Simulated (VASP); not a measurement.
# Ag in VASP: notebook, part 2 of 2

VASP 6.6.1.

## (3) Single point, r2SCAN

POSCAR reads:

```
Ag
1.0
    2.9300000000      0.0000000000      0.0000000000
   -1.4650000000      2.5374544331      0.0000000000
    0.0000000000      0.0000000000      4.7900000000
Ag
2
Direct
    0.3333333333      0.6666666667      0.2500000000
    0.6666666667      0.3333333333      0.7500000000
```

INCAR.step1 reads:

```
SYSTEM = Ag
PREC     = Accurate       ! precision mode
ENCUT    = 520            ! plane-wave cutoff, eV
ISMEAR   = 0              ! smearing method
SIGMA    = 0.05           ! smearing width, eV
LREAL    = .FALSE.        ! projectors in reciprocal space
LASPH    = .TRUE.         ! aspherical terms in the spheres
NELM     = 60             ! most SCF steps
NBANDS   = 18             ! bands
GGA      = PE             ! functional
ALGO     = Normal         ! electronic algorithm
EDIFF    = 1E-4           ! SCF threshold, eV
LWAVE    = .TRUE.         ! write WAVECAR
LCHARG   = .FALSE.        ! write CHGCAR
```

INCAR.step2 reads:

```
SYSTEM = Ag
PREC     = Accurate       ! precision mode
ENCUT    = 520            ! plane-wave cutoff, eV
EDIFF    = 1E-7           ! SCF threshold, eV
ISMEAR   = 0              ! smearing method
SIGMA    = 0.05           ! smearing width, eV
LREAL    = .FALSE.        ! projectors in reciprocal space
LASPH    = .TRUE.         ! aspherical terms in the spheres
NELM     = 60             ! most SCF steps
ALGO     = Normal         ! electronic algorithm
ISIF     = 2              ! what is computed and relaxed
LWAVE    = .FALSE.        ! write WAVECAR
LCHARG   = .FALSE.        ! write CHGCAR
METAGGA  = R2SCAN         ! meta-GGA
LMIXTAU  = .TRUE.       
NBANDS   = 18             ! bands
ISTART   = 1
```

KPOINTS reads:

```
regular mesh
0
G
  15 15 8
  0 0 0
```

Potentials or basis: VASP PAW PBE potentials, release 64 (Ag).

Run with:

```sh
cat potpaw_PBE.64/Ag/POTCAR > POTCAR
cp INCAR.step1 INCAR
mpirun -np 1 vasp_std > vasp.out
cp INCAR.step2 INCAR
mpirun -np 1 vasp_std > vasp.out
```

OUTCAR:

```text
SYSTEM = Ag
   PREC = Accurate
   ENCUT = 520
   EDIFF = 1E-7
   ISMEAR = 0
   LREAL = .FALSE.
   LASPH = .TRUE.
   NELM = 60
   ISIF = 2
   METAGGA = R2SCAN
   ISTART = 1

 ion  position               nearest neighbor table
   1  0.333  0.667  0.250-   2 2.93   2 2.93   2 2.93   2 2.93   2 2.93   2 2.93
   2  0.667  0.333  0.750-   1 2.93   1 2.93   1 2.93   1 2.93   1 2.93   1 2.93

  LATTYP: Found a hexagonal cell.
 ALAT       =     2.9300000000
 C/A-ratio  =     1.6348122867

  Lattice vectors:

 A1 = (   2.9300000000,   0.0000000000,   0.0000000000)
 A2 = (  -1.4650000000,   2.5374544331,   0.0000000000)
 A3 = (   0.0000000000,   0.0000000000,   4.7900000000)

Analysis of symmetry for initial positions (statically):
=====================================================================
 Subroutine PRICEL returns:
 Original cell was already a primitive cell.

 Routine SETGRP: Setting up the symmetry group for a
 hexagonal supercell.

 Subroutine GETGRP returns: Found 24 space group operations
 (whereof 12 operations were pure point group operations)
 out of a pool of 24 trial point group operations.

The static configuration has the point symmetry D_3d.
 The point group associated with its full space group is D_6h.

Analysis of symmetry for dynamics (positions and initial velocities):
=====================================================================
 Subroutine PRICEL returns:
 Original cell was already a primitive cell.

 Routine SETGRP: Setting up the symmetry group for a
 hexagonal supercell.

 Subroutine GETGRP returns: Found 24 space group operations
 (whereof 12 operations were pure point group operations)
 out of a pool of 24 trial point group operations.

The dynamic configuration has the point symmetry D_3d.
 The point group associated with its full space group is D_6h.

 Subroutine INISYM returns: Found 24 space group operations
 (whereof 12 operations are pure point group operations),
 and found     1 'primitive' translations

----------------------------------------------------------------------------------------

                                     Primitive cell

  volume of cell :      35.6124

  direct lattice vectors                    reciprocal lattice vectors
     2.930000000  0.000000000  0.000000000     0.341296928  0.197047873  0.000000000
    -1.465000000  2.537454433  0.000000000     0.000000000  0.394095747  0.000000000
     0.000000000  0.000000000  4.790000000     0.000000000  0.000000000  0.208768267

  length of vectors
     2.930000000  2.930000000  4.790000000     0.394095747  0.394095747  0.208768267

  position of ions in fractional coordinates (direct lattice)
     0.333333333  0.666666667  0.250000000
     0.666666667  0.333333333  0.750000000

  ion indices of the primitive-cell ions
   primitive index   ion index
                 1           1
                 2           2

----------------------------------------------------------------------------------------

 KPOINTS: regular mesh

Automatic generation of k-mesh.
 Grid dimensions read from file:
 generate k-points for:   15   15    8

 Generating k-lattice:

  Cartesian coordinates                     Fractional coordinates (reciprocal lattice)
     0.022753129  0.013136525  0.000000000     0.066666667  0.000000000  0.000000000
     0.000000000  0.026273050  0.000000000     0.000000000  0.066666667  0.000000000
     0.000000000  0.000000000  0.026096033     0.000000000  0.000000000  0.125000000

  Length of vectors
     0.026273050  0.026273050  0.026096033

  Shift w.r.t. Gamma in fractional coordinates (k-lattice)
     0.000000000  0.000000000  0.000000000

 Subroutine IBZKPT returns following result:
 ===========================================

 Found    135 irreducible k-points:

 Following reciprocal coordinates:
            Coordinates               Weight
  0.000000  0.000000  0.000000      1.000000
  0.066667 -0.000000  0.000000      6.000000
  0.133333 -0.000000  0.000000      6.000000
  0.200000 -0.000000  0.000000      6.000000
  0.266667 -0.000000  0.000000      6.000000
  0.333333  0.000000  0.000000      6.000000
[... 16 lines left out ...]
  0.333333  0.200000  0.000000     12.000000
  0.400000  0.200000  0.000000      6.000000
 [... further k-points ...]
   k-points           NKPTS =    135   k-points in BZ     NKDIM =    135   number of bands    NBANDS=     18
   number of dos      NEDOS =    301   number of ions     NIONS =      2
   total plane-waves  NPLWV =  20736
   dimension x,y,z NGX =    24 NGY =   24 NGZ =   36
   dimension x,y,z NGXF=    48 NGYF=   48 NGZF=   72
   ions per type =               2
   NGX,Y,Z   is equivalent  to a cutoff of  13.62, 13.62, 12.49 a.u.
   NGXF,Y,Z  is equivalent  to a cutoff of  27.23, 27.23, 24.99 a.u.
 SYSTEM =  Ag
   PREC   = accura    normal or accurate (medium, high low for compatibility)
   ISTART =      1    job   : 0-new  1-cont  2-samecut
   ICHARG =      0    charge: 1-file 2-atom 10-const
   ISPIN  =      1    spin polarized calculation?
   LNONCOLLINEAR =      F non collinear calculations
   LSORBIT =      F    spin-orbit coupling
   LASPH  =      T    aspherical Exc in radial PAW
   ENCUT  =  520.0 eV  38.22 Ry    6.18 a.u.   5.45  5.45  8.91*2*pi/ulx,y,z
   NELM   =     60;   NELMIN=  2; NELMDL=  0     # of ELM steps
   EDIFF  = 0.1E-06   stopping-criterion for ELM
   LREAL  =      F    real-space projection
   EDIFFG = 0.1E-05   stopping-criterion for IOM
   NSW    =      0    number of steps for IOM
   IBRION =     -1    ionic relax: 0-MD 1-quasi-New 2-CG
   NFREE  =      0    steps in history (QN), initial steepest desc. (CG)
   ISIF   =      2    stress and relaxation
   ISYM   =      2    0-nonsym 1-usesym 2-fastsym
   POTIM  = 0.5000    time-step for ionic-motion
   TEBEG  =    0.0;   TEEND  =   0.0 temperature during run
   PSTRESS=    0.0 pullay stress
   NELECT =      22.0000    total number of electrons
   NUPDOWN=      -1.0000    fix difference up-down
   EMIN   =  10.00;   EMAX   =-10.00  energy-range for DOS
   EFERMI =   0.00;   METHOD = LEGACY
   ISMEAR =     0;   SIGMA  =   0.05  broadening in eV -4-tet -1-fermi 0-gaus
   EFERMI_NEDOS =   21; number of points for ismear=-14 and -15
   IALGO  =     38    algorithm
   IMIX   =      4    mixing-type and parameters
     AMIX     =   0.40;   BMIX     =  1.00
     AMIX_MAG =   1.60;   BMIX_MAG =  1.00
  volume/ion in A,a.u.               =      17.81       120.16
  Fermi-wavevector in a.u.,A,eV,Ry     =   1.394275  2.634799 26.449782  1.944004
  Thomas-Fermi vector in A             =   2.517840
   LORBIT       =      0    0 simple, 1 ext, 2 COOP (PROOUT), +10 PAW based schemes
   METAGGA = R2SCAN    functional components
   LHFCALC =     F    Hartree Fock is set to
   AEXX    =    0.0000 exact exchange contribution
   IVDW    =     0    specifies the selected vdW correction
   LEPSILON=     F    determine dielectric tensor
   LRPA    =     F    only Hartree local field effects (RPA)
 non-spin polarized calculation
 Gauss-broadening in eV      SIGMA  =   0.05
  energy-cutoff  :      520.00
  volume of cell :       35.61
 maximum number of plane-waves:       989
 NGX is ok and might be reduce to    24
   NGX = 11   NGY = 11   NGZ = 17

 number of electron      22.0000005 magnetization

 Free energy of the ion-electron system (eV)
  ---------------------------------------------------
  ext. energy  EPLUGINS =         0.00000000
  ---------------------------------------------------
  free energy    TOTEN  =       -42.69911665 eV

  energy without entropy =      -42.69834592  energy(sigma->0) =      -42.69873128

 E-fermi :   8.0026     XC(G=0): -12.6680

 val. band max:        8.0025465120   @ k =   0.4667  -0.0000   0.3750
 cond. band min:       8.0278090453   @ k =   0.3333   0.2000   0.1250
 fundamental gap:      0.0252625332
 Fermi energy:         8.0025893779

 k-point     1 :       0.0000    0.0000    0.0000
  band No.  band energies     occupation
      1       0.2138      2.00000
      2       1.3865      2.00000
      3       2.8540      2.00000
      4       2.9405      2.00000
      5       2.9405      2.00000
      6       3.1633      2.00000
[... 10 lines left out ...]
     17      26.3251      0.00000
     18      26.3251      0.00000
[... 463 lines left out ...]
 k-point    24 :       0.4000    0.2000    0.0000
  band No.  band energies     occupation
      1       1.8016      2.00000
      2       1.9020      2.00000
      3       2.1802      2.00000
      4       2.8033      2.00000
      5       3.0722      2.00000
      6       3.1523      2.00000
[... 10 lines left out ...]
     17      18.6049      0.00000
     18      21.7061      0.00000

 [... further k-points ...]
[... 5 lines left out ...]
  --------------------------------------------------------------------------------------
  -------------------------------------------------------------------------------------
  Total       -0.6791098     -0.6791098     -0.3954135      0.0000000     -0.0000000      0.0000000
  in kB      -30.5526709    -30.5526709    -17.7893757      0.0000000     -0.0000000      0.0000000
  external PRESSURE =     -26.2982391 kB  Pullay stress =       0.0000000 kB

 VOLUME and BASIS-vectors are now :
 -----------------------------------------------------------------------------
  energy-cutoff  :      520.00
  volume of cell :       35.61
      direct lattice vectors                 reciprocal lattice vectors
     2.930000000  0.000000000  0.000000000     0.341296928  0.197047873  0.000000000
    -1.465000000  2.537454433  0.000000000     0.000000000  0.394095747  0.000000000
     0.000000000  0.000000000  4.790000000     0.000000000  0.000000000  0.208768267

 POSITION                                       TOTAL-FORCE (eV/Angst)
 -----------------------------------------------------------------------------------
     -0.00000      1.69164      1.19750         0.000000      0.000000      0.000000
      1.46500      0.84582      3.59250        -0.000000     -0.000000      0.000000
 -----------------------------------------------------------------------------------
    total drift:                               -0.000000      0.000000     -0.000000

  FREE ENERGIE OF THE ION-ELECTRON SYSTEM (eV)
  ---------------------------------------------------
  free  energy   TOTEN  =       -42.6991166467 eV

  energy  without entropy=      -42.6983459216  energy(sigma->0) =      -42.69873128
```

Wall time 85 s (1 thread of Intel Xeon 6975P-C (Granite Rapids), shared host); peak memory 0.21 GiB.

What came out:

| Item | Value |
| --- | --- |
| Free energy | -42.6991 eV |
| Pressure | -2.6 GPa |
| Band gap on the k mesh | zero (band 11 reaches 11.98 eV, above the bottom of band 12 at 4.16 eV) |

Stress tensor (GPa, compression positive):
```
-3.06  0.00  0.00
 0.00 -3.06  0.00
 0.00  0.00 -1.78
```

Caveat: the PAW data sets were made with another functional, which shifts forces and pressure a little.

## (4) Single point, PBE

INCAR reads:

```
ALGO = Fast ; EDIFF = 1E-6
ENCUT = 520 ; GGA = PE
ISIF = 2 ; ISMEAR = 0
LASPH = True ; LCHARG = False
LREAL = False ; LWAVE = False
NBANDS = 18 ; NELM = 80
PREC = Accurate ; SIGMA = 0.05
```

KPOINTS reads:

```
k-points
0
Gamma
  15 15 8
```

Edit POSCAR of step 3 so:

```diff
@@ -9,2 +9,2 @@
     0.3333333333      0.6666666667      0.2500000000
-    0.6666666667      0.3333333333      0.7500000000
+    0.7007963595      0.3333333333      0.7500000000
```

Potentials or basis: VASP PAW PBE potentials, release 64 (Ag).

Run with:

```sh
cat potpaw_PBE.64/Ag/POTCAR > POTCAR
mpirun -np 1 vasp_std > vasp.out
```

OUTCAR:

```text
EDIFF = 1E-6
   ENCUT = 520
   GGA = PE
   ISIF = 2
   ISMEAR = 0
   LASPH = True
   LREAL = False
   NELM = 80
   PREC = Accurate

 ion  position               nearest neighbor table
   1  0.333  0.667  0.250-   2 2.88   2 2.88   2 2.93   2 2.93   2 2.98   2 2.98
   2  0.701  0.333  0.750-   1 2.88   1 2.88   1 2.93   1 2.93   1 2.98   1 2.98

  LATTYP: Found a hexagonal cell.
 ALAT       =     2.9300000000
 C/A-ratio  =     1.6348122867

  Lattice vectors:

 A1 = (   2.9300000000,   0.0000000000,   0.0000000000)
[... 195 lines left out ...]
      6       3.4652      2.00000
[... 481 lines left out ...]
      5       3.4462      2.00000
      6       3.4544      2.00000
[... 10 lines left out ...]
     17      25.5284      0.00000
     18      26.5659      0.00000

 [... further k-points ...]
[... 5 lines left out ...]
  --------------------------------------------------------------------------------------
  -------------------------------------------------------------------------------------
  Total       -0.0629807     -0.0519206      0.3053383      0.1220995      0.0000000      0.0000000
  in kB       -2.8334584     -2.3358712     13.7369569      5.4931715      0.0000000      0.0000000
  external PRESSURE =       2.8558758 kB  Pullay stress =       0.0000000 kB

 VOLUME and BASIS-vectors are now :
 -----------------------------------------------------------------------------
  energy-cutoff  :      520.00
  volume of cell :       35.61
      direct lattice vectors                 reciprocal lattice vectors
     2.930000000  0.000000000  0.000000000     0.341296928  0.197047873  0.000000000
    -1.465000000  2.537454433  0.000000000     0.000000000  0.394095747  0.000000000
     0.000000000  0.000000000  4.790000000     0.000000000  0.000000000  0.208768267

 POSITION                                       TOTAL-FORCE (eV/Angst)
 -----------------------------------------------------------------------------------
     -0.00000      1.69164      1.19750         0.088578      0.013116      0.000000
      1.56500      0.84582      3.59250        -0.088578     -0.013116     -0.000000
 -----------------------------------------------------------------------------------
    total drift:                               -0.000007      0.000001     -0.000000

  FREE ENERGIE OF THE ION-ELECTRON SYSTEM (eV)
  ---------------------------------------------------
  free  energy   TOTEN  =        -5.4235608334 eV

  energy  without entropy=       -5.4228415376  energy(sigma->0) =       -5.42320119
```

OSZICAR:

```text
N       E                     dE             d eps       ncg     rms          rms(c)
DAV:   1     0.124675510244E+03    0.12468E+03   -0.11715E+04 20348   0.121E+03
DAV:   2    -0.388016506072E+01   -0.12856E+03   -0.12215E+03 21068   0.266E+02
DAV:   3    -0.589920734847E+01   -0.20190E+01   -0.20123E+01 23280   0.376E+01
DAV:   4    -0.590535853878E+01   -0.61512E-02   -0.61506E-02 22290   0.204E+00
DAV:   5    -0.590540945011E+01   -0.50911E-04   -0.50911E-04 22234   0.199E-01    0.660E+00
RMM:   6    -0.544091858525E+01    0.46449E+00   -0.11071E+00 20363   0.855E+00    0.430E+00
RMM:   7    -0.542841842673E+01    0.12500E-01   -0.21465E-02 21186   0.145E+00    0.252E+00
RMM:   8    -0.542359750702E+01    0.48209E-02   -0.17590E-03 21136   0.367E-01    0.237E-01
RMM:   9    -0.542355368759E+01    0.43819E-04   -0.35726E-04 22092   0.153E-01    0.845E-02
RMM:  10    -0.542355884855E+01   -0.51610E-05   -0.42248E-05 22058   0.503E-02    0.366E-02
RMM:  11    -0.542356082555E+01   -0.19770E-05   -0.10891E-05 19841   0.211E-02    0.111E-02
RMM:  12    -0.542356083342E+01   -0.78680E-08   -0.85827E-07 15666   0.667E-03
   1 F= -.54235608E+01 E0= -.54232012E+01  d E =-.719296E-03
```

stdout:

```text
POSCAR found type information on POSCAR Ag
 POSCAR found :  1 types and       2 ions
 scaLAPACK will be used
 LDA part: xc-table for (Slater+PW92), standard interpolation
 POSCAR, INCAR and KPOINTS ok, starting setup
 FFT: planning ... GRIDC
 FFT: planning ... GRID_SOFT
 FFT: planning ... GRID
 WAVECAR not read
 entering main loop
```

It took 82 s on 1 thread of Intel Xeon 6975P-C (Granite Rapids), shared host; peak memory 0.39 GiB.

Results:

```yaml
Free_energy: -5.4236 eV
Pressure: 0.3 GPa
Largest_force: 0.090 eV/Å
Band_gap_on_the_k_mesh: zero (band 11 reaches 11.82 eV, above the bottom of band 12 at 4.49 eV)
```

Forces in eV/Å, atoms in the order of the input:
```
Ag   0.089  0.013  0.000
Ag  -0.089 -0.013  0.000
```
